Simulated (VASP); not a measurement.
A run of VASP 6.6.1:

Contents of INCAR:

```
PREC = Accurate ; ENCUT = 520
EDIFF = 1E-6 ; ISMEAR = -1
SIGMA = 0.01 ; LREAL = F
LASPH = T ; NELM = 100
ALGO = Normal ; ISIF = 2
LWAVE = F ; LCHARG = T
GGA = PE ; LELF = T
LVHAR = T ; NBANDS = 11
```

File KPOINTS:

```
Automatic mesh
0
Gamma
  8 8 8
```

POSCAR

```
MgS
1.0
    0.0000000000      2.5664882573      2.5664882573
    2.5664882573      0.0000000000      2.5664882573
    2.5664882573      2.5664882573      0.0000000000
Mg S
1 1
Direct
    0.0000000000      0.0000000000      0.0000000000
    0.5000000000      0.5000000000      0.5000000000
```

Potentials or basis: VASP PAW PBE potentials, release 64 (Mg, S).

Run with:

```console
$ cat potpaw_PBE.64/Mg/POTCAR potpaw_PBE.64/S/POTCAR > POTCAR
$ mpirun -np 1 vasp_std > vasp.out
```

Hardware: 1 thread of Intel(R) Xeon(R) 6975P-C (Granite Rapids), with other jobs on the host.

**Question.** How long does it take, and how much memory?

**Answer.** It took 5.4 s on 1 thread of Intel(R) Xeon(R) 6975P-C (Granite Rapids), with other jobs on the host, peak memory 0.16 GiB. Counts: scf iterations 12, k points 29.
